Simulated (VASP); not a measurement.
# Sc (P6/mmm) in VASP: further runs

Sc is run at these levels: PBE; tasks: single point.

Everything below comes from runs of VASP 6.6.1. Logs are shortened: lines on timing, memory, paths and dates and some standing lists are left out, and cuts for length are marked.

**1. The cell of the first run**

It takes space group P6/mmm (No. 191, hexagonal). Conventional cell: a = 2.651 Å, b = 2.651 Å, c = 2.446 Å, α = 90.00°, β = 90.00°, γ = 120.00°. Sc (site symmetry 6/mmm) has 8 Sc at 2.45 to 2.65 Å within 3.2 Å.

**2. Single point, PBE**

Contents of INCAR:

```
PREC     = Accurate       # precision mode
ENCUT    = 500            # plane-wave cutoff, eV
EDIFF    = 1E-6           # SCF threshold, eV
ISMEAR   = -1             # smearing method
SIGMA    = 0.05           # smearing width, eV
LREAL    = F              # projectors in reciprocal space
LASPH    = T              # aspherical terms in the spheres
NELM     = 120            # most SCF steps
ALGO     = Normal         # electronic algorithm
ISIF     = 2              # what is computed and relaxed
LWAVE    = F              # write WAVECAR
LCHARG   = T              # write CHGCAR
GGA      = PE             # functional
LELF     = T              # ELF
LVHAR    = T            
NBANDS   = 12             # bands
GGA_COMPAT= F
```

Contents of KPOINTS:

```
Automatic mesh
0
Gamma
  16 16 15
```

Contents of POSCAR:

```
Sc
1.0
    2.6510021446      0.0000000000      0.0000000000
   -1.3255010723      2.2958352027      0.0000000000
    0.0000000000      0.0000000000      2.4464646512
Sc
1
Direct
    0.0000000000      0.0000000000      0.0000000000
```

Potentials or basis: VASP PAW PBE potentials, release 64 (Sc_sv).

Started as:

```sh
$ cat potpaw_PBE.64/Sc_sv/POTCAR > POTCAR
$ mpirun -np 1 vasp_std > vasp.out
```

OUTCAR:

```text
PREC = Accurate
   ENCUT = 500
   EDIFF = 1E-6
   ISMEAR = -1
   LREAL = F
   LASPH = T
   NELM = 120
   ISIF = 2
   GGA = PE

 ion  position               nearest neighbor table
   1  0.000  0.000  0.000-

  LATTYP: Found a hexagonal cell.
 ALAT       =     2.6510021446
 C/A-ratio  =     0.9228452177

  Lattice vectors:

 A1 = (   2.6510021446,   0.0000000000,   0.0000000000)
 A2 = (  -1.3255010723,   2.2958352027,   0.0000000000)
 A3 = (   0.0000000000,   0.0000000000,   2.4464646512)

Analysis of symmetry for initial positions (statically):
=====================================================================
 Subroutine PRICEL returns:
 Original cell was already a primitive cell.

 Routine SETGRP: Setting up the symmetry group for a
 hexagonal supercell.

 Subroutine GETGRP returns: Found 24 space group operations
 (whereof 24 operations were pure point group operations)
 out of a pool of 24 trial point group operations.

The static configuration has the point symmetry D_6h.

Analysis of symmetry for dynamics (positions and initial velocities):
=====================================================================
 Subroutine PRICEL returns:
 Original cell was already a primitive cell.

 Routine SETGRP: Setting up the symmetry group for a
 hexagonal supercell.

 Subroutine GETGRP returns: Found 24 space group operations
 (whereof 24 operations were pure point group operations)
 out of a pool of 24 trial point group operations.

The dynamic configuration has the point symmetry D_6h.

 Subroutine INISYM returns: Found 24 space group operations
 (whereof 24 operations are pure point group operations),
 and found     1 'primitive' translations

----------------------------------------------------------------------------------------

                                     Primitive cell

  volume of cell :      14.8898

  direct lattice vectors                    reciprocal lattice vectors
     2.651002145  0.000000000  0.000000000     0.377215840  0.217785667  0.000000000
    -1.325501072  2.295835203  0.000000000     0.000000000  0.435571333  0.000000000
     0.000000000  0.000000000  2.446464651     0.000000000  0.000000000  0.408753096

  length of vectors
     2.651002145  2.651002145  2.446464651     0.435571333  0.435571333  0.408753096

  position of ions in fractional coordinates (direct lattice)
     0.000000000  0.000000000  0.000000000

  ion indices of the primitive-cell ions
   primitive index   ion index
                 1           1

----------------------------------------------------------------------------------------

 KPOINTS: Automatic mesh

Automatic generation of k-mesh.
 Grid dimensions read from file:
 generate k-points for:   16   16   15

 Generating k-lattice:

  Cartesian coordinates                     Fractional coordinates (reciprocal lattice)
     0.023575990  0.013611604  0.000000000     0.062500000 -0.000000000  0.000000000
     0.000000000  0.027223208  0.000000000     0.000000000  0.062500000  0.000000000
     0.000000000  0.000000000  0.027250206     0.000000000  0.000000000  0.066666667

  Length of vectors
     0.027223208  0.027223208  0.027250206

  Shift w.r.t. Gamma in fractional coordinates (k-lattice)
     0.000000000  0.000000000  0.000000000

 Subroutine IBZKPT returns following result:
 ===========================================

 Found    240 irreducible k-points:

 Following reciprocal coordinates:
            Coordinates               Weight
  0.000000  0.000000  0.000000      1.000000
  0.062500 -0.000000  0.000000      6.000000
  0.125000 -0.000000  0.000000      6.000000
  0.187500 -0.000000  0.000000      6.000000
  0.250000 -0.000000  0.000000      6.000000
  0.312500  0.000000  0.000000      6.000000
[... 16 lines left out ...]
  0.187500  0.187500  0.000000      6.000000
  0.250000  0.187500  0.000000     12.000000
 [... further k-points ...]
   k-points           NKPTS =    240   k-points in BZ     NKDIM =    240   number of bands    NBANDS=     12
   number of dos      NEDOS =    301   number of ions     NIONS =      1
   total plane-waves  NPLWV =   7200
   dimension x,y,z NGX =    20 NGY =   20 NGZ =   18
   dimension x,y,z NGXF=    40 NGYF=   40 NGZF=   36
   ions per type =               1
   NGX,Y,Z   is equivalent  to a cutoff of  12.54, 12.54, 12.23 a.u.
   NGXF,Y,Z  is equivalent  to a cutoff of  25.08, 25.08, 24.46 a.u.
 SYSTEM =  unknown system
   PREC   = accura    normal or accurate (medium, high low for compatibility)
   ISTART =      0    job   : 0-new  1-cont  2-samecut
   ICHARG =      2    charge: 1-file 2-atom 10-const
   ISPIN  =      1    spin polarized calculation?
   LNONCOLLINEAR =      F non collinear calculations
   LSORBIT =      F    spin-orbit coupling
   LASPH  =      T    aspherical Exc in radial PAW
   ENCUT  =  500.0 eV  36.75 Ry    6.06 a.u.   4.83  4.83  4.46*2*pi/ulx,y,z
   NELM   =    120;   NELMIN=  2; NELMDL= -5     # of ELM steps
   EDIFF  = 0.1E-05   stopping-criterion for ELM
   LREAL  =      F    real-space projection
   EDIFFG = 0.1E-04   stopping-criterion for IOM
   NSW    =      0    number of steps for IOM
   IBRION =     -1    ionic relax: 0-MD 1-quasi-New 2-CG
   NFREE  =      0    steps in history (QN), initial steepest desc. (CG)
   ISIF   =      2    stress and relaxation
   ISYM   =      2    0-nonsym 1-usesym 2-fastsym
   POTIM  = 0.5000    time-step for ionic-motion
   TEBEG  =    0.0;   TEEND  =   0.0 temperature during run
   PSTRESS=    0.0 pullay stress
   NELECT =      11.0000    total number of electrons
   NUPDOWN=      -1.0000    fix difference up-down
   EMIN   =  10.00;   EMAX   =-10.00  energy-range for DOS
   EFERMI =   0.00;   METHOD = LEGACY
   ISMEAR =    -1;   SIGMA  =   0.05  broadening in eV -4-tet -1-fermi 0-gaus
   EFERMI_NEDOS =   21; number of points for ismear=-14 and -15
   IALGO  =     38    algorithm
   IMIX   =      4    mixing-type and parameters
     AMIX     =   0.40;   BMIX     =  1.00
     AMIX_MAG =   1.60;   BMIX_MAG =  1.00
  volume/ion in A,a.u.               =      14.89       100.48
  Fermi-wavevector in a.u.,A,eV,Ry     =   1.479934  2.796671 29.799562  2.190206
  Thomas-Fermi vector in A             =   2.594031
   LORBIT       =      0    0 simple, 1 ext, 2 COOP (PROOUT), +10 PAW based schemes
   GGA     = PE    functional components
   LHFCALC =     F    Hartree Fock is set to
   AEXX    =    0.0000 exact exchange contribution
   IVDW    =     0    specifies the selected vdW correction
   LEPSILON=     F    determine dielectric tensor
   LRPA    =     F    only Hartree local field effects (RPA)
 non-spin polarized calculation
  energy-cutoff  :      500.00
  volume of cell :       14.89
 maximum number of plane-waves:       393
 NGX is ok and might be reduce to    20
   NGX =  9   NGY =  9   NGZ =  9

 number of electron      10.9999996 magnetization

 Free energy of the ion-electron system (eV)
  ---------------------------------------------------
  ext. energy  EPLUGINS =         0.00000000
  ---------------------------------------------------
  free energy    TOTEN  =        -4.66676621 eV

  energy without entropy =       -4.65541844  energy(sigma->0) =       -4.66109232

 E-fermi :   7.1443     XC(G=0): -12.0902

 val. band max:        7.1423844839   @ k =   0.3125   0.1875   0.3333
 cond. band min:       7.1492774827   @ k =   0.2500  -0.0000   0.1333
 fundamental gap:      0.0068929987
 Fermi energy:         7.1442802261

 k-point     1 :       0.0000    0.0000    0.0000
  band No.  band energies     occupation
      1     -41.6607      2.00000
      2     -19.1232      2.00000
      3     -19.1232      2.00000
      4     -19.0218      2.00000
      5       1.8431      2.00000
      6       6.0755      2.00000
      7       9.2592      0.00000
      8       9.2592      0.00000
      9      13.9549      0.00000
     10      13.9549      0.00000
     11      22.9147      0.00000
     12      26.0581      0.00000

 k-point     2 :       0.0625   -0.0000    0.0000
  band No.  band energies     occupation
      1     -41.6443      2.00000
      2     -19.2078      2.00000
      3     -19.1406      2.00000
      4     -19.0133      2.00000
      5       2.0040      2.00000
      6       6.1436      2.00000
      7       9.0787      0.00000
      8       9.3951      0.00000
      9      13.8139      0.00000
     10      13.9328      0.00000
     11      23.1738      0.00000
     12      26.3189      0.00000

 k-point     3 :       0.1250   -0.0000    0.0000
  band No.  band energies     occupation
      1     -41.5975      2.00000
      2     -19.4447      2.00000
      3     -19.1899      2.00000
      4     -18.9892      2.00000
      5       2.4595      2.00000
      6       6.3334      2.00000
      7       8.6253      0.00000
      8       9.7937      0.00000
      9      13.4357      0.00000
     10      13.8704      0.00000
     11      23.7302      0.00000
     12      27.0500      0.00000

 k-point     4 :       0.1875   -0.0000    0.0000
  band No.  band energies     occupation
      1     -41.5266      2.00000
      2     -19.7884      2.00000
      3     -19.2626      2.00000
      4     -18.9528      2.00000
      5       3.1286      2.00000
      6       6.5774      1.99998
      7       8.1273      0.00000
      8      10.4273      0.00000
      9      12.9220      0.00000
     10      13.7781      0.00000
     11      23.8083      0.00000
     12      27.6485      0.00000

 k-point     5 :       0.2500   -0.0000    0.0000
  band No.  band energies     occupation
      1     -41.4418      2.00000
      2     -20.1794      2.00000
      3     -19.3472      2.00000
      4     -18.9097      2.00000
      5       3.8715      2.00000
      6       6.6763      1.99983
      7       7.9484      0.00000
      8      11.2467      0.00000
      9      12.3773      0.00000
     10      13.6712      0.00000
     11      22.7958      0.00000
     12      26.5646      0.00000
[... 228 lines left out ...]
      1     -41.2139      2.00000
      2     -20.9885      2.00000
      3     -19.7462      2.00000
      4     -18.7955      2.00000
      5       5.2076      2.00000
      6       7.2232      0.34196
      7       8.6080      0.00000
      8      11.3636      0.00000
      9      13.1279      0.00000
     10      14.3493      0.00000
     11      19.1157      0.00000
     12      21.6227      0.00000

 k-point    22 :       0.4375    0.1250    0.0000
  band No.  band energies     occupation
      1     -41.1975      2.00000
      2     -21.0473      2.00000
      3     -19.7693      2.00000
      4     -18.7874      2.00000
      5       5.1672      2.00000
      6       7.3759      0.01927
      7       8.7671      0.00000
      8      11.2947      0.00000
      9      13.0967      0.00000
     10      14.6310      0.00000
     11      18.7721      0.00000
     12      21.3410      0.00000

 k-point    23 :       0.1875    0.1875    0.0000
  band No.  band energies     occupation
      1     -41.3358      2.00000
      2     -20.4931      2.00000
      3     -19.6213      2.00000
      4     -18.8563      2.00000
      5       5.0728      2.00000
      6       6.9150      1.97979
      7       7.3608      0.02600
      8      11.9699      0.00000
      9      12.6989      0.00000
     10      13.2915      0.00000
     11      21.9319      0.00000
     12      22.5588      0.00000

 k-point    24 :       0.2500    0.1875    0.0000
  band No.  band energies     occupation
      1     -41.2673      2.00000
      2     -20.6980      2.00000
      3     -19.7822      2.00000
      4     -18.8220      2.00000
      5       5.7382      2.00000
      6       6.7454      1.99931
      7       7.6856      0.00004
      8      11.7209      0.00000
      9      13.0697      0.00000
     10      13.6802      0.00000
     11      20.5942      0.00000
     12      21.4554      0.00000

 [... further k-points ...]
[... 5 lines left out ...]
  --------------------------------------------------------------------------------------
  -------------------------------------------------------------------------------------
  Total        4.7892958      4.7892958      4.8320212      0.0000000     -0.0000000     -0.0000000
  in kB      515.3384035    515.3384035    519.9357512      0.0000000     -0.0000000     -0.0000000
  external PRESSURE =     516.8708527 kB  Pullay stress =       0.0000000 kB

 VOLUME and BASIS-vectors are now :
 -----------------------------------------------------------------------------
  energy-cutoff  :      500.00
  volume of cell :       14.89
      direct lattice vectors                 reciprocal lattice vectors
     2.651002145  0.000000000  0.000000000     0.377215840  0.217785667  0.000000000
    -1.325501072  2.295835203  0.000000000     0.000000000  0.435571333  0.000000000
     0.000000000  0.000000000  2.446464651     0.000000000  0.000000000  0.408753096

 POSITION                                       TOTAL-FORCE (eV/Angst)
 -----------------------------------------------------------------------------------
      0.00000      0.00000      0.00000         0.000000      0.000000      0.000000
 -----------------------------------------------------------------------------------
    total drift:                                0.000000      0.000000      0.000000

  FREE ENERGIE OF THE ION-ELECTRON SYSTEM (eV)
  ---------------------------------------------------
  free  energy   TOTEN  =        -4.6667662086 eV

  energy  without entropy=       -4.6554184398  energy(sigma->0) =       -4.66109232
```

Wall time 18 s (1 thread of Intel Xeon Platinum 8488C (Sapphire Rapids), shared host); peak memory 0.15 GiB.

Results:

| Property | Result |
| --- | --- |
| Free energy | -4.6668 eV |
| Pressure | 51.7 GPa |

[end of part 1 of 2]
